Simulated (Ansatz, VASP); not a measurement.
# Be in VASP and in Ansatz

```
CELL_PARAMETERS angstrom
-1.13298 1.81023 3.09704
1.13298 -1.81023 3.09704
1.13298 1.81023 -3.09704
ATOMIC_POSITIONS crystal
Be 0.19649 0.19649 0.00000
Be 0.80351 0.80351 0.00000
Be 0.50000 0.00000 0.50000
```

Alike in both runs: task relaxation of cell and atoms; functional PBE; k mesh 8 × 8 × 8; occupations gaussian, width 0.1 eV; no spin polarisation.

|  | VASP | Ansatz |
| --- | --- | --- |
| version | VASP 6.6.1 | Ansatz 0.2.0 |
| potentials or method | VASP PAW PBE potentials, release 64 (Be), cutoff 600 eV | scalar-relativistic, plane waves, PAW |
| valence electrons in the cell | 6 | 6 |

|  | VASP | Ansatz | Ansatz less VASP |
| --- | --- | --- | --- |
| gap on the k mesh at the Fermi level, each at its own relaxed structure (eV) | none | none | - |
| relaxed volume (Å³/atom) | 8.57 | 8.57 | -0.009 |
| relaxed length of the cell vector where the two differ most in proportion (Å) | 3.755 | 3.755 | -0.0002 |

A gap of «none» marks a metal or a gap that the smearing closes.

The k mesh is coarse, so the values compare programs but aren't converged.
